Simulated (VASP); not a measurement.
# BaTiO3 (P4mm) in VASP: notebook, part 2 of 2

VASP 6.6.1.

**4. Single point, PBE (z stretched by +3 %, then relaxed in part)**

The input, INCAR:

```
SYSTEM = BaTiO3
PREC = Accurate ; ENCUT = 520
EDIFF = 1E-6 ; ISMEAR = -1
SIGMA = 0.02 ; LREAL = .FALSE.
LASPH = .TRUE. ; NELM = 60
ALGO = Normal ; ISIF = 2
LWAVE = .FALSE. ; LCHARG = .FALSE.
GGA = PE ; NBANDS = 28
```

The input, KPOINTS:

```
Automatic mesh
0
G
  8 8 8
  0 0 0
```

The input, POSCAR:

```
BaTiO3
1.0
    3.9998000000      0.0000000000      0.0000000000
    0.0000000000      3.9998000000      0.0000000000
    0.0000000000      0.0000000000      4.1385400000
Ba Ti O
1 1 3
Direct
    0.0000000000      0.0000000000     -0.0099456669
    0.5000000000      0.5000000000      0.4728810024
    0.5000000000      0.5000000000      0.0329597225
    0.5000000000      0.0000000000      0.5160524711
    0.0000000000      0.5000000000      0.5160524711
```

Started as:

```bash
> cat potpaw_PBE.64/Ba_sv/POTCAR potpaw_PBE.64/Ti_sv/POTCAR potpaw_PBE.64/O/POTCAR > POTCAR
> mpirun -np 1 vasp_std > vasp.out
```

It took 2.1 min on 1 thread of Intel Xeon Platinum 8259CL at 2.50GHz (Skylake/Cascade Lake), shared host; peak memory 0.27 GiB.

Results (log left out):

| Item | Value |
| --- | --- |
| Free energy | -40.0351 eV |
| Pressure | 1.8 GPa |
| Largest force | 0.079 eV/Å |
| Band gap on the k mesh | 1.78 eV, indirect (least direct gap 2.29 eV) |

Forces in eV/Å, atoms in the order of the input:
```
Ba   0.000  0.000  0.043
Ti   0.000  0.000  0.079
O    0.000  0.000 -0.071
O    0.000  0.000 -0.026
O    0.000  0.000 -0.026
```

Stress tensor (GPa, compression positive):
```
1.44 0.00 0.00
0.00 1.44 0.00
0.00 0.00 2.56
```

Levels at points of the mesh, in eV from the valence-band top:
```csv
k point,band 17,band 18,band 19,band 20,band 21,band 22,band 23,band 24
"(0.00, 0.00, 0.00)",-1.25,-0.76,-0.51,-0.51,1.78,2.33,2.33,3.97
"(0.50, 0.00, 0.00)",-1.91,-1.68,-1.42,-1.21,2.42,3.42,3.52,4.07
"(0.50, 0.50, 0.00)",-1.96,-1.15,-1.15,-0.07,3.55,3.55,3.88,4.27
"(0.00, 0.00, 0.50)",-2.01,-1.97,-0.73,-0.73,1.91,3.48,3.48,3.96
"(0.50, 0.00, 0.50)",-1.81,-1.08,-1.02,-0.42,3.46,3.49,3.76,4.75
"(0.50, 0.50, 0.50)",-2.60,-0.35,-0.35,0.00,4.00,4.00,4.06,6.08
```

Caveat: the cell differs from its parent crystal (z stretched by +3 %, then relaxed in part); spin-orbit coupling is left out, which moves the levels of the heavy elements. A k mesh can miss the band edges.

**5. Single point, PBE (volume scaled by 1.04, then relaxed in part)**

The input, INCAR:

```
ALGO = Normal
EDIFF = 1E-6
ENCUT = 520
GGA = PE
ISIF = 2
ISMEAR = -1
LASPH = True
LCHARG = False
LREAL = False
LWAVE = False
NBANDS = 28
NELM = 100
PREC = Accurate
SIGMA = 0.02
```

The input, KPOINTS:

```
k-points
0
Gamma
  8 8 8
```

The input, POSCAR:

```
BaTiO3
1.0
    4.0524349834      0.0000000000      0.0000000000
    0.0000000000      4.0524349834      0.0000000000
    0.0000000000      0.0000000000      4.0708744846
Ba Ti O
1 1 3
Direct
    0.0000000000      0.0000000000     -0.0067006276
    0.5000000000      0.5000000000      0.4773024880
    0.5000000000      0.5000000000      0.0287040447
    0.5000000000      0.0000000000      0.5143470475
    0.0000000000      0.5000000000      0.5143470475
```

Started as:

```bash
> cat potpaw_PBE.64/Ba_sv/POTCAR potpaw_PBE.64/Ti_sv/POTCAR potpaw_PBE.64/O/POTCAR > POTCAR
> mpirun -np 1 vasp_std > vasp.out
```

Wall time 2.1 min (1 thread of Intel Xeon Platinum 8259CL at 2.50GHz (Skylake/Cascade Lake), shared host); peak memory 0.27 GiB.

The run converged. Its results:

| Item | Value |
| --- | --- |
| Free energy | -40.0194 eV |
| Pressure | -0.5 GPa |
| Largest force | 0.078 eV/Å |
| Band gap on the k mesh | 1.74 eV, indirect (least direct gap 2.17 eV) |

Forces in eV/Å, atoms in the order of the input:
```
Ba   0.000  0.000  0.035
Ti   0.000  0.000  0.078
O    0.000  0.000 -0.078
O    0.000  0.000 -0.017
O    0.000  0.000 -0.017
```

Stress tensor (GPa, compression positive):
```
-1.97  0.00  0.00
 0.00 -1.97  0.00
 0.00  0.00  2.38
```

Levels at points of the mesh, in eV from the valence-band top:
```
           k point  band 18  band 19  band 20  band 21  band 22  band 23
(0.00, 0.00, 0.00)    -0.57    -0.42    -0.42     1.74     2.21     2.21
(0.50, 0.00, 0.00)    -1.59    -1.22    -1.05     2.30     3.33     3.42
(0.50, 0.50, 0.00)    -1.17    -1.17    -0.08     3.44     3.44     3.76
(0.00, 0.00, 0.50)    -1.88    -0.71    -0.71     1.89     3.52     3.52
(0.50, 0.00, 0.50)    -0.94    -0.91    -0.28     3.36     3.53     3.78
(0.50, 0.50, 0.50)    -0.20    -0.20     0.00     3.95     4.01     4.01
```

Caveat: spin-orbit coupling is left out, which moves the levels of the heavy elements.

**6. Single point, PBE (volume scaled by 1.06, then relaxed in part)**

The input, INCAR:

```
PREC = Accurate
ENCUT = 520
EDIFF = 1E-6
ISMEAR = -1
SIGMA = 0.02
LREAL = F
LASPH = T
NELM = 60
ALGO = Normal
ISIF = 2
LWAVE = F
LCHARG = F
GGA = PE
NBANDS = 28
```

The input, KPOINTS:

```
Automatic mesh
0
Gamma
  8 8 8
```

The input, POSCAR:

```
BaTiO3
1.0
    4.0782473671      0.0000000000      0.0000000000
    0.0000000000      4.0782473671      0.0000000000
    0.0000000000      0.0000000000      4.0968043205
Ba Ti O
1 1 3
Direct
    0.0000000000      0.0000000000     -0.0092543071
    0.5000000000      0.5000000000      0.4748657246
    0.5000000000      0.5000000000      0.0317072332
    0.5000000000      0.0000000000      0.5153406747
    0.0000000000      0.5000000000      0.5153406747
```

Potentials or basis: VASP PAW PBE potentials, release 64 (Ba_sv, Ti_sv, O).

Started as:

```bash
> cat potpaw_PBE.64/Ba_sv/POTCAR potpaw_PBE.64/Ti_sv/POTCAR potpaw_PBE.64/O/POTCAR > POTCAR
> mpirun -np 1 vasp_std > vasp.out
```

OUTCAR:

```text
PREC = Accurate
   ENCUT = 520
   EDIFF = 1E-6
   ISMEAR = -1
   LREAL = F
   LASPH = T
   NELM = 60
   ISIF = 2
   GGA = PE

 ion  position               nearest neighbor table
   1  0.000  0.000  0.991-   4 2.82   5 2.82   5 2.82   4 2.82   3 2.89   3 2.89   3 2.89   3 2.89
                             4 2.96   5 2.96   5 2.96   4 2.96   2 3.50   2 3.50   2 3.50   2 3.50
   2  0.500  0.500  0.475-   3 1.82   4 2.05   5 2.05   4 2.05   5 2.05   3 2.28   1 3.50   1 3.50
                             1 3.50   1 3.50   1 3.58   1 3.58   1 3.58   1 3.58
   3  0.500  0.500  0.032-   2 1.82   2 2.28   1 2.89   1 2.89   1 2.89   1 2.89
   4  0.500  0.000  0.515-   2 2.05   2 2.05   1 2.82   1 2.82   1 2.96   1 2.96
[... 949 lines left out ...]
  -------------------------------------------------------------------------------------
  Total       -1.9148912     -1.9148912      0.3048082      0.0000000      0.0000000      0.0000000
  in kB      -45.0258926    -45.0258926      7.1671243      0.0000000      0.0000000      0.0000000
  external PRESSURE =     -27.6282203 kB  Pullay stress =       0.0000000 kB

 VOLUME and BASIS-vectors are now :
 -----------------------------------------------------------------------------
  energy-cutoff  :      520.00
  volume of cell :       68.14
      direct lattice vectors                 reciprocal lattice vectors
     4.078247367  0.000000000  0.000000000     0.245203370  0.000000000  0.000000000
     0.000000000  4.078247367  0.000000000     0.000000000  0.245203370  0.000000000
     0.000000000  0.000000000  4.096804321     0.000000000  0.000000000  0.244092693

 POSITION                                       TOTAL-FORCE (eV/Angst)
 -----------------------------------------------------------------------------------
      0.00000      0.00000      4.05889         0.000000     -0.000000      0.046258
      2.03912      2.03912      1.94543        -0.000000      0.000000      0.099896
      2.03912      2.03912      0.12990        -0.000000      0.000000     -0.079289
      2.03912      0.00000      2.11125        -0.000000     -0.000000     -0.033432
      0.00000      2.03912      2.11125         0.000000     -0.000000     -0.033432
 -----------------------------------------------------------------------------------
    total drift:                                0.000000      0.000000     -0.000555

  FREE ENERGIE OF THE ION-ELECTRON SYSTEM (eV)
  ---------------------------------------------------
  free  energy   TOTEN  =       -40.0049183594 eV

  energy  without entropy=      -40.0049183594  energy(sigma->0) =      -40.00491836
```

OSZICAR:

```text
N       E                     dE             d eps       ncg     rms          rms(c)
DAV:   1     0.436029687137E+03    0.43603E+03   -0.20814E+04  4200   0.153E+03
DAV:   2    -0.376955949284E+01   -0.43980E+03   -0.41953E+03  4832   0.424E+02
DAV:   3    -0.486198308964E+02   -0.44850E+02   -0.44373E+02  5864   0.133E+02
DAV:   4    -0.508164206498E+02   -0.21966E+01   -0.21917E+01  6324   0.250E+01
DAV:   5    -0.508837770232E+02   -0.67356E-01   -0.67345E-01  5740   0.336E+00    0.226E+01
DAV:   6    -0.403656957470E+02    0.10518E+02   -0.58286E+01  6144   0.658E+01    0.104E+01
DAV:   7    -0.402480174317E+02    0.11768E+00   -0.12379E+01  5696   0.259E+01    0.680E+00
DAV:   8    -0.400314365287E+02    0.21658E+00   -0.59197E-01  5184   0.669E+00    0.391E+00
DAV:   9    -0.400511868372E+02   -0.19750E-01   -0.59710E-01  6132   0.699E+00    0.203E+00
DAV:  10    -0.400103329373E+02    0.40854E-01   -0.19286E-01  5540   0.408E+00    0.616E-01
DAV:  11    -0.400056323093E+02    0.47006E-02   -0.17478E-02  5560   0.118E+00    0.273E-01
DAV:  12    -0.400049046047E+02    0.72770E-03   -0.38059E-03  4752   0.374E-01    0.511E-02
DAV:  13    -0.400049589623E+02   -0.54358E-04   -0.16370E-04  5244   0.102E-01    0.535E-02
DAV:  14    -0.400049169828E+02    0.41979E-04   -0.10779E-04  5236   0.105E-01    0.123E-02
DAV:  15    -0.400049185458E+02   -0.15630E-05   -0.22404E-05  6196   0.359E-02    0.582E-03
DAV:  16    -0.400049183594E+02    0.18644E-06   -0.14614E-06  3252   0.977E-03
   1 F= -.40004918E+02 E0= -.40004918E+02  d E =-.495170E-13
```

stdout:

```text
POSCAR found type information on POSCAR BaTiO
 POSCAR found :  3 types and       5 ions
 scaLAPACK will be used
 LDA part: xc-table for (Slater+PW92), standard interpolation
 POSCAR, INCAR and KPOINTS ok, starting setup
 FFT: planning ... GRIDC
 FFT: planning ... GRID_SOFT
 FFT: planning ... GRID
 WAVECAR not read
 entering main loop
```

Run time: 1.9 min. Hardware: 1 thread of Intel Xeon Platinum 8259CL at 2.50GHz (Skylake/Cascade Lake), shared host; peak memory 0.27 GiB.

Results:

```yaml
Free_energy: -40.0049 eV
Pressure: -2.8 GPa
Largest_force: 0.100 eV/Å
Band_gap_on_the_k_mesh: 1.72 eV, indirect (least direct gap 2.17 eV)
```

Forces in eV/Å, atoms in the order of the input:
```
Ba   0.000  0.000  0.046
Ti   0.000  0.000  0.100
O    0.000  0.000 -0.079
O    0.000  0.000 -0.033
O    0.000  0.000 -0.033
```

Stress tensor (GPa, compression positive):
```
-4.50  0.00  0.00
 0.00 -4.50  0.00
 0.00  0.00  0.72
```

Levels at points of the mesh, in eV from the valence-band top:
```csv
k point,band 16,band 17,band 18,band 19,band 20,band 21,band 22,band 23,band 24,band 25
"(0.00, 0.00, 0.00)",-1.53,-1.09,-0.64,-0.45,-0.45,1.72,2.25,2.25,3.69,4.08
"(0.50, 0.00, 0.00)",-1.82,-1.74,-1.54,-1.29,-1.11,2.33,3.25,3.36,3.93,5.30
"(0.50, 0.50, 0.00)",-2.66,-1.92,-1.21,-1.21,-0.08,3.38,3.38,3.67,4.29,7.00
"(0.00, 0.00, 0.50)",-2.21,-1.88,-1.84,-0.71,-0.71,1.87,3.48,3.48,3.69,5.71
"(0.50, 0.00, 0.50)",-2.47,-1.76,-0.96,-0.91,-0.31,3.28,3.49,3.71,4.45,7.05
"(0.50, 0.50, 0.50)",-2.65,-2.40,-0.23,-0.23,0.00,3.85,3.92,3.92,6.00,6.41
```

Caveat: spin-orbit coupling is left out, which moves the levels of the heavy elements. A k mesh can miss the band edges.

**7. Summary**

| cell | gap on the mesh (eV) | pressure (GPa) | largest force (eV/Å) |
| --- | --- | --- | --- |
| a = 4.078, b = 4.078, c = 4.097 Å, 5 atoms | 1.72 | -2.8 | 0.10 |
| a = 4.000, b = 4.000, c = 4.098 Å, 5 atoms | 1.78 | 2.8 | 0.08 |
| a = 4.000, b = 4.000, c = 4.139 Å, 5 atoms | 1.78 | 1.8 | 0.08 |
| a = 4.052, b = 4.052, c = 4.071 Å, 5 atoms | 1.74 | -0.5 | 0.08 |

Alike in all rows: task single point; level PBE; potentials or basis VASP PAW PBE potentials, release 64 (Ba_sv, Ti_sv, O); no spin polarisation; k mesh 8 × 8 × 8; cutoff (eV) 520; smearing fermi-dirac 0.02 eV.

Caveats: spin-orbit coupling is left out, which moves the levels of the heavy elements.

Total energies depend on the potentials used, so only differences within one code and one set of settings carry meaning.
